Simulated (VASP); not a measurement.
Write the native input for VASP 6.6.1 that does the following.

```yaml
Task: single point
Functional: PBEsol
Dispersion: D3(BJ)
Potentials_or_basis: VASP PAW PBE potentials, release 64 (As)
Cutoff: 500 eV
k_mesh: 8 × 8 × 8
Occupations: fermi-dirac, width 0.1 eV
Spin: no spin polarisation
Dipole_correction: no
Further_INCAR_settings: ALGO = Normal; EDIFF = 1e-06; NBANDS = 12
```

The structure of As lies in POSCAR:

```
As
1.0
    1.8807970000      1.0858790000      3.5140620000
   -1.8807970000      1.0858790000      3.5140620000
    0.0000000000     -2.1717570000      3.5140620000
As
2
Direct
    0.7740000000      0.7740000000      0.7740000000
    0.2260000000      0.2260000000      0.2260000000
```

These files were run (other wordings do the same):

INCAR

```
PREC = Accurate
ENCUT = 500
EDIFF = 1E-6
ISMEAR = -1
SIGMA = 0.1
LREAL = False
LASPH = True
NELM = 120
ALGO = Normal
ISIF = 2
LWAVE = False
LCHARG = False
GGA = PS
IVDW = 12
NBANDS = 12
GGA_COMPAT = False
```

KPOINTS

```
regular mesh
0
Gamma
  8 8 8
```

Potentials or basis: VASP PAW PBE potentials, release 64 (As).

The run is started by

```console
$ cat potpaw_PBE.64/As/POTCAR > POTCAR
$ mpirun -np 1 vasp_std > vasp.out
```

It gave:

The pressure is -2.1 GPa, the largest force is 0.424 eV/Å and the band gap on the k mesh is zero (band 5 reaches 5.50 eV, above the bottom of band 6 at 4.97 eV). The dispersion energy per atom is -0.367 eV.

Caveat: three body term missing; the PAW data sets were made with another functional, which shifts forces and pressure a little; pairwise dispersion overbinds metals, which lowers pressure and volume.

It took 23 s on 1 thread of Intel Xeon 6975P-C (shared host), peak memory 0.19 GiB.
